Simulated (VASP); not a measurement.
Runs of VASP 6.6.1 on Al2Cu. The structure is that of space group P6/mmm (No. 191), or close to it. The cells are those of the table. 

```tsv
task	cell	k mesh	cutoff (eV)	gap on the mesh (eV)	pressure (GPa)	relaxed volume (Å³/atom)
relaxation of cell and atoms	relaxed from a = 4.528, b = 4.528, c = 2.573 Å, angles 90.0, 90.0, 120.0°, 3 atoms	12 × 12 × 16	600	none	0.1	15.17
single point	a = 4.463, b = 4.463, c = 2.634 Å, angles 90.0, 90.0, 120.0°, 3 atoms	12 × 12 × 16	520	none	0.2	-
relaxation of cell and atoms	relaxed from a = 3.378, b = 3.378, c = 4.438 Å, angles 90.0, 90.0, 120.0°, 3 atoms	6 × 6 × 4	600	none	-0.3	15.32
single point	a = 4.528, b = 4.528, c = 2.573 Å, angles 90.0, 90.0, 120.0°, 3 atoms	6 × 6 × 4	520	none	(a)	-
```

Alike in all rows: level PBEsol; potentials or basis VASP PAW PBE potentials, release 64 (Cu, Al); no spin polarisation; smearing gaussian 0.1 eV.

Estimate the missing entries.

(a) 0.4.

Caveats: some runs use coarse meshes; the PAW data sets were made with another functional, which shifts forces and pressure a little; a cell axis changed by over 15 % at a fixed basis, so the end point is rough (at least some runs).

A gap of «none» marks levels without a gap at the run's occupations.
